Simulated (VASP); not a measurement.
Slab: F, a slab with vacuum.

```
F
1.0
    11.00000    0.00000    0.00000
     0.00000   11.50000    0.00000
     0.00000    0.00000   12.00000
F
2
Cartesian
  5.5000 5.7500 5.3010
  5.5000 5.7500 6.6990
```

Base run:

| Property | Result |
| --- | --- |
| Program | VASP 6.6.1 |
| Functional | PBE |
| Potentials or basis | VASP PAW PBE potentials, release 64 (F) |
| Cutoff | 520 eV |
| k mesh | 1 × 1 × 1 |
| Occupations | fermi-dirac, width 0.05 eV |
| Spin | no spin polarisation |

Its results: band gap on the k mesh 3.73 eV; largest force 0.992 eV/Å.

Q: After a change of settings the same cell gave: band gap on the k mesh 3.66 eV; largest force 0.439 eV/Å. Which change was it?
A. functional from PBE to PBEsol; further incar settings from ALGO = Normal; EDIFF = 1e-06; NBANDS = 14 to ALGO = Normal; EDIFF = 1e-07; NBANDS = 14
B. functional from PBE to HSE06
C. functional from PBE to r2SCAN

A: A.

Caveats: the PAW data sets were made with another functional, which shifts forces and pressure a little (some runs).
